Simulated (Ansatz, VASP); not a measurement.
# One calculation of Ag2Sn2Au, two programs

The input POSCAR:

```
Ag2Sn2Au
1.0
    0.0000000000      4.4653330000      0.0000000000
    4.4653330000      0.0000000000      0.0000000000
    2.2326670000      2.2326670000     -5.6079610000
Au Sn Ag
1 2 2
Direct
    0.0000000000      0.0000000000      0.0000000000
    0.3810000000      0.3810000000      0.2380000000
    0.6190000000      0.6190000000      0.7620000000
    0.7500000000      0.2500000000      0.5000000000
    0.2500000000      0.7500000000      0.5000000000
```

File INCAR.step1:

```
SYSTEM = Ag2Sn2Au
PREC = Accurate
ENCUT = 690
ISMEAR = -1
SIGMA = 0.0682
LREAL = .FALSE.
LASPH = .TRUE.
NELM = 200
LMAXMIX = 4
LDAU = .TRUE.
LDAUTYPE = 2
LDAUL = -1 -1 2
LDAUU = 0 0 6
LDAUJ = 0 0 0
NBANDS = 50
GGA = PE
ALGO = Normal
EDIFF = 1E-5
LWAVE = .TRUE.
LCHARG = .FALSE.
GGA_COMPAT = .FALSE.
```

File INCAR.step2:

```
SYSTEM = Ag2Sn2Au
PREC = Accurate
ENCUT = 690
EDIFF = 1E-6
ISMEAR = -1
SIGMA = 0.0682
LREAL = .FALSE.
LASPH = .TRUE.
NELM = 200
ALGO = Normal
ISIF = 2
LWAVE = .FALSE.
LCHARG = .FALSE.
LMAXMIX = 4
LDAU = .TRUE.
LDAUTYPE = 2
LDAUL = -1 -1 2
LDAUU = 0 0 6
LDAUJ = 0 0 0
LDAUPRINT = 1
METAGGA = R2SCAN
LMIXTAU = .TRUE.
IVDW = 12
VDW_S6 = 1.0
VDW_S8 = 0.78981345
VDW_A1 = 0.49484001
VDW_A2 = 5.73083694
NBANDS = 50
ISTART = 1
GGA_COMPAT = .FALSE.
```

KPOINTS

```
regular mesh
0
G
  4 4 4
  0 0 0
```

Input for Ansatz:

```yaml
crystal:
  lattice:
    - [0.0, 4.465333, 0.0]
    - [4.465333, 0.0, 0.0]
    - [2.232667, 2.232667, -5.607961]
  atoms:
    - { symbol: Au, position: [0.0, 0.0, 0.0] }
    - { symbol: Sn, position: [0.381, 0.381, 0.238] }
    - { symbol: Sn, position: [0.619, 0.619, 0.762] }
    - { symbol: Ag, position: [0.75, 0.25, 0.5] }
    - { symbol: Ag, position: [0.25, 0.75, 0.5] }
  symmetry: { tolerance: 0.0003 }
kpoints:
  mp_grid: { grid: [4, 4, 4], shift: [0, 0, 0] }
magnetization:
  spin_polarized: false
scf:
  occupations: { method: fermi_dirac, width: 0.0682 }
hamiltonian:
  pseudopotentials: { kind: paw }
  xc: r2scan
  dispersion: d3bj
  hubbard: { sites: [{ species: Ag, l: d, u_eff: 6.0 }], double_counting: fll }
basis:
  ecutwfc: 500
output:
  forces: true
  stress: true
  eigenvalues: true
```

Alike in both runs: task single point; functional r2SCAN; dispersion D3(BJ); k mesh 4 × 4 × 4; occupations fermi-dirac, width 0.0682 eV; no spin polarisation; Hubbard terms Ag d U = 6.0 eV.

```csv
,VASP,Ansatz
version,VASP 6.6.1,Ansatz 0.2.0
potentials or method,"VASP PAW PBE potentials, release 64 (Au_sv_GW, Sn_d, Ag_sv_GW), cutoff 690 eV",PAW plane waves
valence electrons in the cell,85,85
```

```tsv
	VASP	Ansatz	Ansatz less VASP
gap on the k mesh at the Fermi level (eV)	none	none	-
pressure (GPa)	4.0	4.5	+0.52
traceless stress, the component that is largest in VASP (GPa)	2.44	2.63	+0.188
rms of the force components (eV/Å)	0.311	0.375	+0.0632
```

VASP's potentials were made for PBE, not for r2SCAN. The programs project onto different local orbitals, so the same U acts differently, and such runs can settle in different states. Atom by atom the forces differ by 0.063 eV/Å (rms over components). A gap of «none» marks a metal or a gap that the smearing closes. Ansatz's warnings: dispersion damping borrowed, filled band counts differ across k points.

The k mesh is coarse, so the values compare programs but aren't converged. Neither program's run includes spin-orbit coupling.
